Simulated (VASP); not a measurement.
Crystal: SnTe.

```
Sn Te
1.0
     0.00000    3.20649    3.20649
     3.20649    0.00000    3.20649
     3.20649    3.20649    0.00000
Sn Te
1 1
Cartesian
  0.0000 0.0000 0.0000
  3.2065 3.2065 3.2065
```

Base run:

- Program: VASP 6.6.1
- Functional: r2SCAN
- Potentials or basis: VASP PAW PBE potentials, release 64 (Sn_d, Te)
- Cutoff: 520 eV
- k mesh: 10 × 10 × 10
- Occupations: gaussian, width 0.01 eV
- Spin: no spin polarisation

Its results: band gap on the k mesh 0.19 eV; pressure -0.8 GPa.

Task: The run is repeated on the same cell with these changes: functional from r2SCAN to PBE. What comes out?

Result: Band gap on the k mesh 0.06 eV; pressure -0.1 GPa.

Caveats: spin-orbit coupling is left out, which moves the levels of the heavy elements; the PAW data sets were made with another functional, which shifts forces and pressure a little (at least some runs).

A k mesh can miss the band edges.
